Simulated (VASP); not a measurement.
**C: single point with r2SCAN**

C:

```
C
1.0
     0.00000   -1.80237   -1.80237
    -1.80237    0.00000   -1.80237
     1.80237    1.80237   -3.60474
C
4
Direct
  0.73746 0.76617 0.75000
  0.26254 0.23383 0.25000
  0.36246 0.39117 0.87500
  0.88754 0.85883 0.37500
```

```
Program                : VASP 6.6.1
Task                   : single point
Functional             : r2SCAN
Potentials or basis    : VASP PAW PBE potentials, release 64 (C)
Cutoff                 : 520 eV
k mesh                 : 12 × 12 × 10
Occupations            : gaussian, width 0.05 eV
Spin                   : no spin polarisation
Dipole correction      : no
Further INCAR settings : ALGO = Normal; EDIFF = 1e-06; NBANDS = 16
```

| Item | Value |
| --- | --- |
| Pressure | -14.7 GPa |
| Largest force | 0.511 eV/Å |
| Band gap on the k mesh | 4.27 eV |

Forces on the atoms (eV/Å):
```
C    0.396 -0.309  0.094
C   -0.395  0.305 -0.083
C    0.395 -0.305  0.083
C   -0.396  0.309 -0.094
```

Stress tensor (GPa, compression positive):
```
-14.99   0.19  -0.07
  0.19 -14.76   0.02
 -0.07   0.02 -14.43
```

Levels at points of the mesh, in eV from the valence-band top:
| k point | band 5 | band 6 | band 7 | band 8 | band 9 | band 10 | band 11 | band 12 |
| --- | --- | --- | --- | --- | --- | --- | --- | --- |
| (0.00, 0.00, 0.00) | -2.90 | -0.06 | -0.03 | 0.00 | 5.72 | 5.73 | 5.74 | 8.68 |
| (0.50, 0.00, 0.00) | -6.98 | -6.97 | -5.03 | -5.02 | 6.21 | 6.27 | 11.28 | 12.09 |
| (0.00, 0.50, 0.00) | -6.98 | -6.96 | -5.04 | -5.02 | 6.20 | 6.28 | 11.20 | 12.26 |
| (0.50, 0.50, 0.00) | -6.48 | -6.46 | -2.95 | -2.89 | 4.89 | 4.95 | 8.63 | 8.71 |
| (0.00, 0.00, 0.50) | -1.90 | -1.90 | -1.74 | -1.74 | 7.66 | 7.74 | 7.96 | 8.12 |
| (0.50, 0.00, 0.50) | -6.47 | -6.47 | -2.93 | -2.89 | 4.86 | 4.93 | 8.63 | 8.70 |
| (0.00, 0.50, 0.50) | -6.48 | -6.47 | -2.92 | -2.89 | 4.83 | 4.91 | 8.64 | 8.72 |
| (0.50, 0.50, 0.50) | -6.99 | -6.98 | -5.02 | -5.01 | 6.24 | 6.25 | 11.52 | 11.75 |

Wall time 5.6 min on 1 thread of Intel(R) Xeon(R) 6975P-C (Granite Rapids), on a shared host, peak memory 0.29 GiB.

Caveat: the PAW data sets were made with another functional, which shifts forces and pressure a little. A k mesh can miss the band edges.
